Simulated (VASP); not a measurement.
# Ti (Im-3m) in VASP: further runs

Ti is run at these levels: PBEsol; tasks: relaxation of cell and atoms.

Program: VASP 6.6.1. These are calculated values, not measurements. Logs are shortened: lines on timing, memory, paths and dates and some standing lists are left out, and cuts for length are marked.

### Step 1. The cell of the first run

The structure is cubic, space group Im-3m (No. 229). Conventional cell: a = 3.280 Å, b = 3.280 Å, c = 3.280 Å, α = 90.00°, β = 90.00°, γ = 90.00°. Within 3.7 Å of Ti (site symmetry m-3m) lie 14 Ti at 2.84 to 3.28 Å.

This isn't the form of Ti at room conditions, which is hcp.

### Step 2. Relaxation of cell and atoms, PBEsol, target pressure 20 GPa, at which the enthalpy is minimised

Input file INCAR:

```
SYSTEM = Ti
PREC = Accurate
ENCUT = 500
EDIFF = 1E-7
ISMEAR = 1
SIGMA = 0.1
LREAL = .FALSE.
LASPH = .TRUE.
NELM = 120
ALGO = Normal
ISIF = 3
LWAVE = .FALSE.
LCHARG = .FALSE.
GGA = PS
IBRION = 2
NSW = 80
EDIFFG = -0.03
PSTRESS = 200.0
GGA_COMPAT = .FALSE.
NELMIN = 4
```

Input file KPOINTS:

```
regular mesh
0
G
  11 11 11
  0 0 0
```

Input file POSCAR:

```
Ti
1.0
   -1.6400000000      1.6400000000      1.6400000000
    1.6400000000     -1.6400000000      1.6400000000
    1.6400000000      1.6400000000     -1.6400000000
Ti
1
Direct
    0.0000000000      0.0000000000      0.0000000000
```

Potentials or basis: VASP PAW PBE potentials, release 64 (Ti_sv).

Launch:

```
> cat potpaw_PBE.64/Ti_sv/POTCAR > POTCAR
> mpirun -np 1 vasp_std > vasp.out
```

OUTCAR:

```text
SYSTEM = Ti
   PREC = Accurate
   ENCUT = 500
   EDIFF = 1E-7
   ISMEAR = 1
   LREAL = .FALSE.
   LASPH = .TRUE.
   NELM = 120
   ISIF = 3
   GGA = PS
   IBRION = 2
   NSW = 80
   EDIFFG = -0.03
   PSTRESS = 200.0
   NELMIN = 4

 ion  position               nearest neighbor table
   1  0.000  0.000  0.000-

  LATTYP: Found a body centered cubic cell.
 ALAT       =     3.2800000000

  Lattice vectors:

 A1 = (  -1.6400000000,   1.6400000000,   1.6400000000)
 A2 = (   1.6400000000,  -1.6400000000,   1.6400000000)
 A3 = (   1.6400000000,   1.6400000000,  -1.6400000000)

Analysis of symmetry for initial positions (statically):
=====================================================================
 Subroutine PRICEL returns:
 Original cell was already a primitive cell.

 Routine SETGRP: Setting up the symmetry group for a
 body centered cubic supercell.

 Subroutine GETGRP returns: Found 48 space group operations
 (whereof 48 operations were pure point group operations)
 out of a pool of 48 trial point group operations.

The static configuration has the point symmetry O_h .

Analysis of symmetry for dynamics (positions and initial velocities):
=====================================================================
 Subroutine PRICEL returns:
 Original cell was already a primitive cell.

 Routine SETGRP: Setting up the symmetry group for a
 body centered cubic supercell.

 Subroutine GETGRP returns: Found 48 space group operations
 (whereof 48 operations were pure point group operations)
 out of a pool of 48 trial point group operations.

The dynamic configuration has the point symmetry O_h .

 Subroutine INISYM returns: Found 48 space group operations
 (whereof 48 operations are pure point group operations),
 and found     1 'primitive' translations

----------------------------------------------------------------------------------------

                                     Primitive cell

  volume of cell :      17.6438

  direct lattice vectors                    reciprocal lattice vectors
    -1.640000000  1.640000000  1.640000000     0.000000000  0.304878049  0.304878049
     1.640000000 -1.640000000  1.640000000     0.304878049  0.000000000  0.304878049
     1.640000000  1.640000000 -1.640000000     0.304878049  0.304878049  0.000000000

  length of vectors
     2.840563324  2.840563324  2.840563324     0.431162671  0.431162671  0.431162671

  position of ions in fractional coordinates (direct lattice)
     0.000000000  0.000000000  0.000000000

  ion indices of the primitive-cell ions
   primitive index   ion index
                 1           1

----------------------------------------------------------------------------------------

 KPOINTS: regular mesh

Automatic generation of k-mesh.
 Grid dimensions read from file:
 generate k-points for:   11   11   11

 Generating k-lattice:

  Cartesian coordinates                     Fractional coordinates (reciprocal lattice)
     0.000000000  0.027716186  0.027716186     0.090909091  0.000000000  0.000000000
     0.027716186  0.000000000  0.027716186     0.000000000  0.090909091  0.000000000
     0.027716186  0.027716186  0.000000000     0.000000000  0.000000000  0.090909091

  Length of vectors
     0.039196606  0.039196606  0.039196606

  Shift w.r.t. Gamma in fractional coordinates (k-lattice)
     0.000000000  0.000000000  0.000000000

 Subroutine IBZKPT returns following result:
 ===========================================

 Found     56 irreducible k-points:

 Following reciprocal coordinates:
            Coordinates               Weight
  0.000000  0.000000  0.000000      1.000000
  0.090909  0.000000  0.000000     12.000000
  0.181818  0.000000  0.000000     12.000000
  0.272727  0.000000  0.000000     12.000000
  0.363636  0.000000  0.000000     12.000000
  0.454545  0.000000  0.000000     12.000000
[... 16 lines left out ...]
  0.272727  0.181818  0.090909     48.000000
  0.363636  0.181818  0.090909     24.000000
 [... further k-points ...]
   k-points           NKPTS =     56   k-points in BZ     NKDIM =     56   number of bands    NBANDS=     10
   number of dos      NEDOS =    301   number of ions     NIONS =      1
   total plane-waves  NPLWV =  13824
   dimension x,y,z NGX =    24 NGY =   24 NGZ =   24
   dimension x,y,z NGXF=    48 NGYF=   48 NGZF=   48
   ions per type =               1
   NGX,Y,Z   is equivalent  to a cutoff of  14.05, 14.05, 14.05 a.u.
   NGXF,Y,Z  is equivalent  to a cutoff of  28.09, 28.09, 28.09 a.u.
 SYSTEM =  Ti
   PREC   = accura    normal or accurate (medium, high low for compatibility)
   ISTART =      0    job   : 0-new  1-cont  2-samecut
   ICHARG =      2    charge: 1-file 2-atom 10-const
   ISPIN  =      1    spin polarized calculation?
   LNONCOLLINEAR =      F non collinear calculations
   LSORBIT =      F    spin-orbit coupling
   LASPH  =      T    aspherical Exc in radial PAW
   ENCUT  =  500.0 eV  36.75 Ry    6.06 a.u.   5.18  5.18  5.18*2*pi/ulx,y,z
   NELM   =    120;   NELMIN=  4; NELMDL= -5     # of ELM steps
   EDIFF  = 0.1E-06   stopping-criterion for ELM
   LREAL  =      F    real-space projection
   EDIFFG = -.3E-01   stopping-criterion for IOM
   NSW    =     80    number of steps for IOM
   IBRION =      2    ionic relax: 0-MD 1-quasi-New 2-CG
   NFREE  =      1    steps in history (QN), initial steepest desc. (CG)
   ISIF   =      3    stress and relaxation
   ISYM   =      2    0-nonsym 1-usesym 2-fastsym
   POTIM  = 0.5000    time-step for ionic-motion
   TEBEG  =    0.0;   TEEND  =   0.0 temperature during run
   PSTRESS=  200.0 pullay stress
   NELECT =      12.0000    total number of electrons
   NUPDOWN=      -1.0000    fix difference up-down
   EMIN   =  10.00;   EMAX   =-10.00  energy-range for DOS
   EFERMI =   0.00;   METHOD = LEGACY
   ISMEAR =     1;   SIGMA  =   0.10  broadening in eV -4-tet -1-fermi 0-gaus
   EFERMI_NEDOS =   21; number of points for ismear=-14 and -15
   IALGO  =     38    algorithm
   IMIX   =      4    mixing-type and parameters
     AMIX     =   0.40;   BMIX     =  1.00
     AMIX_MAG =   1.60;   BMIX_MAG =  1.00
  volume/ion in A,a.u.               =      17.64       119.07
  Fermi-wavevector in a.u.,A,eV,Ry     =   1.439698  2.720635 28.201208  2.072730
  Thomas-Fermi vector in A             =   2.558525
   LORBIT       =      0    0 simple, 1 ext, 2 COOP (PROOUT), +10 PAW based schemes
   GGA     = PS    functional components
   LHFCALC =     F    Hartree Fock is set to
   AEXX    =    0.0000 exact exchange contribution
   IVDW    =     0    specifies the selected vdW correction
   LEPSILON=     F    determine dielectric tensor
   LRPA    =     F    only Hartree local field effects (RPA)
 conjugate gradient relaxation of ions
 non-spin polarized calculation
 Methfessel and Paxton  Order N= 1 SIGMA  =   0.10
  energy-cutoff  :      500.00
  volume of cell :       17.64
 maximum number of plane-waves:       460
 NGX is ok and might be reduce to    24
   NGX = 11   NGY = 11   NGZ = 11

--------------------------------------- Ionic step        1  -------------------------------------------

 number of electron      12.0000000 magnetization

 Free energy of the ion-electron system (eV)
  ---------------------------------------------------
  ext. energy  EPLUGINS =         0.00000000
  ---------------------------------------------------
  free energy    TOTEN  =        -8.20692349 eV

  energy without entropy =       -8.20367350  energy(sigma->0) =       -8.20584016

------------------------ aborting loop because EDIFF is reached ----------------------------------------

  FORCE on cell =-STRESS in cart. coord.  units (eV):
  Direction    XX          YY          ZZ          XY          YZ          ZX
  --------------------------------------------------------------------------------------
  -------------------------------------------------------------------------------------
  Total       -0.7791797     -0.7791797     -0.7791797     -0.0000000     -0.0000000      0.0000000
  in kB      -70.7549231    -70.7549231    -70.7549231     -0.0000000     -0.0000000      0.0000000
  external PRESSURE =    -270.7549231 kB  Pullay stress =     200.0000000 kB
[... 59 lines left out ...]
  enthalpy is  TOTEN    =        -5.8096245530 eV   P V=        1.3822013006

--------------------------------------- Ionic step        3  -------------------------------------------

 number of electron      12.0000000 magnetization

 E-fermi :   9.9503     XC(G=0): -12.5323

 val. band max:        9.9264271731   @ k =  -0.3636  -0.4545   0.0909
 cond. band min:       9.9575065440   @ k =   0.2727   0.2727   0.0000
 fundamental gap:      0.0310793709
 Fermi energy:         9.9502632730

 k-point     1 :       0.0000    0.0000    0.0000
  band No.  band energies     occupation
      1     -45.9816      2.00000
      2     -21.6378      2.00000
      3     -21.6378      2.00000
      4     -21.6378      2.00000
      5       3.7088      2.00000
      6      11.1247     -0.00000
      7      11.1247     -0.00000
      8      11.1247     -0.00000
      9      13.3362      0.00000
     10      13.3362      0.00000
[... 333 lines left out ...]
  enthalpy is  TOTEN    =        -6.3274615088 eV   P V=        1.8056495907

--------------------------------------- Ionic step        4  -------------------------------------------

 number of electron      12.0000001 magnetization

 Free energy of the ion-electron system (eV)
  ---------------------------------------------------
  ext. energy  EPLUGINS =         0.00000000
  ---------------------------------------------------
  free energy    TOTEN  =        -8.11524725 eV

  energy without entropy =       -8.11577643  energy(sigma->0) =       -8.11542364

 E-fermi :  10.0788     XC(G=0): -12.5859

 val. band max:       10.0501533188   @ k =  -0.3636  -0.4545   0.0909
 cond. band min:      10.0905234172   @ k =   0.2727   0.2727   0.0000
 fundamental gap:      0.0403700985
 Fermi energy:        10.0788487674

 k-point     1 :       0.0000    0.0000    0.0000
  band No.  band energies     occupation
      1     -45.8415      2.00000
      2     -21.4748      2.00000
      3     -21.4748      2.00000
      4     -21.4748      2.00000
      5       3.8211      2.00000
      6      11.2575     -0.00000
      7      11.2575     -0.00000
      8      11.2575     -0.00000
      9      13.4965      0.00000
     10      13.4965      0.00000
[... 327 lines left out ...]
  FREE ENERGIE OF THE ION-ELECTRON SYSTEM (eV)
  ---------------------------------------------------
  free  energy   TOTEN  =        -8.1152472476 eV

  energy  without entropy=       -8.1157764326  energy(sigma->0) =       -8.11542364

  enthalpy is  TOTEN    =        -6.3284750844 eV   P V=        1.7867721631

 reached required accuracy - stopping structural energy minimisation
```

Run time: 14 s. Hardware: 1 thread of Intel Xeon 6975P-C (Granite Rapids), shared host; peak memory 0.15 GiB.

Results:

* Free energy: -8.1152 eV
* Relaxed volume: 14.31 Å³/atom
* Relaxed cell: a = 2.649 Å, b = 2.649 Å, c = 2.649 Å, α = 109.47°, β = 109.47°, γ = 109.47°
* Space group after relaxing (to 0.1 Å): Im-3m (No. 229)
* Energy change on relaxing (the run minimises the enthalpy): +91.7 meV/atom
* Ionic steps: 4
* Pressure after relaxing: 19.8 GPa
* Band gap on the k mesh: zero (bands 6 and 7 overlap by 1.93 eV)

Step by step:
| step | energy change (eV) | largest force (eV/Å) | pressure (GPa) | volume (Å³) |
| --- | --- | --- | --- | --- |
| 1 | 0.0000 | 0.0000 | -7.08 | 17.64 |
| 2 | 1.0151 | 0.0000 | 79.98 | 11.07 |
| 3 | 0.0738 | 0.0000 | 18.04 | 14.46 |
| 4 | 0.0917 | 0.0000 | 19.82 | 14.31 |

Final structure:
```cif
data_structure
_symmetry_space_group_name_H-M 'P 1'
_symmetry_Int_Tables_number 1
_cell_length_a 2.6493
_cell_length_b 2.6493
_cell_length_c 2.6493
_cell_angle_alpha 109.471
_cell_angle_beta 109.471
_cell_angle_gamma 109.471
_cell_volume 14.31
loop_
_atom_site_label
_atom_site_type_symbol
_atom_site_fract_x
_atom_site_fract_y
_atom_site_fract_z
_atom_site_occupancy
Ti1 Ti 0.00000 0.00000 0.00000 1
```

Levels at points of the mesh, in eV from the Fermi level:
```csv
k point,band 3,band 4,band 5,band 6,band 7,band 8,band 9,band 10
"(0.00, 0.00, 0.00)",-31.55,-31.55,-6.26,1.18,1.18,1.18,3.42,3.42
```

Caveat: the cell is relaxed towards a set pressure, so the run minimises the enthalpy, not the energy; the volume moved by over 15 % at a fixed basis, so the end points are rough; the PAW data sets were made with another functional, which shifts forces and pressure a little.

### Step 3. Relaxation of cell and atoms, PBEsol, target pressure 40 GPa, at which the enthalpy is minimised

Input file INCAR:

```
SYSTEM = Ti
PREC     = Accurate       ! precision mode
ENCUT    = 500            ! plane-wave cutoff, eV
EDIFF    = 1E-7           ! SCF threshold, eV
ISMEAR   = 1              ! smearing method
SIGMA    = 0.1            ! smearing width, eV
LREAL    = .FALSE.        ! projectors in reciprocal space
LASPH    = .TRUE.         ! aspherical terms in the spheres
NELM     = 120            ! most SCF steps
ALGO     = Normal         ! electronic algorithm
ISIF     = 3              ! what is computed and relaxed
LWAVE    = .FALSE.        ! write WAVECAR
LCHARG   = .FALSE.        ! write CHGCAR
GGA      = PS             ! functional
IBRION   = 2              ! ionic algorithm
NSW      = 80             ! ionic steps
EDIFFG   = -0.03          ! ionic threshold
PSTRESS  = 400.0        
GGA_COMPAT= .FALSE.      
NELMIN   = 4
```

Input file KPOINTS:

```
Automatic mesh
0
G
  11 11 11
  0 0 0
```

POSCAR is that of step 2.

Potentials or basis: VASP PAW PBE potentials, release 64 (Ti_sv).

Launch:

```
> cat potpaw_PBE.64/Ti_sv/POTCAR > POTCAR
> mpirun -np 1 vasp_std > vasp.out
```

Run time: 19 s. Hardware: 1 thread of Intel Xeon 6975P-C (Granite Rapids), shared host; peak memory 0.16 GiB.

The run converged. Its results:

```yaml
Free_energy: -7.8494 eV
Relaxed_volume: 12.86 Å³/atom
Relaxed_cell: a = 2.557 Å, b = 2.557 Å, c = 2.557 Å, α = 109.47°, β = 109.47°, γ = 109.47°
Space_group_after_relaxing_to_0.1_Å: Im-3m (No. 229)
Energy_change_on_relaxing_the_run_minimises_the_enthalpy: +357.5 meV/atom
Ionic_steps: 5
Pressure_after_relaxing: 40.2 GPa
Band_gap_on_the_k_mesh: zero (bands 6 and 7 overlap by 2.11 eV)
```

Step by step:
```
step  energy change (eV)  largest force (eV/Å)  pressure (GPa)  volume (Å³)
   1              0.0000                0.0000           -7.08        17.64
   2              4.7765                0.0000          300.67         7.44
   3              0.2113                0.0000           29.82        13.54
   4              0.3113                0.0000           36.90        13.06
   5              0.3575                0.0000           40.16        12.86
```

Final structure:
```yaml
crystal:
  lattice:
    - [-1.47608, 1.47608, 1.47608]
    - [1.47608, -1.47608, 1.47608]
    - [1.47608, 1.47608, -1.47608]
  atoms:
    - { symbol: Ti, position: [0.00000, 0.00000, 0.00000] }
```

Levels at points of the mesh, in eV from the Fermi level:
```
           k point  band 4  band 5  band 6  band 7  band 8  band 9
(0.00, 0.00, 0.00)  -31.20   -6.38    1.20    1.20    1.20    3.74
```

Caveat: the cell is relaxed towards a set pressure, so the run minimises the enthalpy, not the energy; the volume moved by over 15 % at a fixed basis, so the end points are rough; the PAW data sets were made with another functional, which shifts forces and pressure a little.

(Part 1 of 2 ends here.)
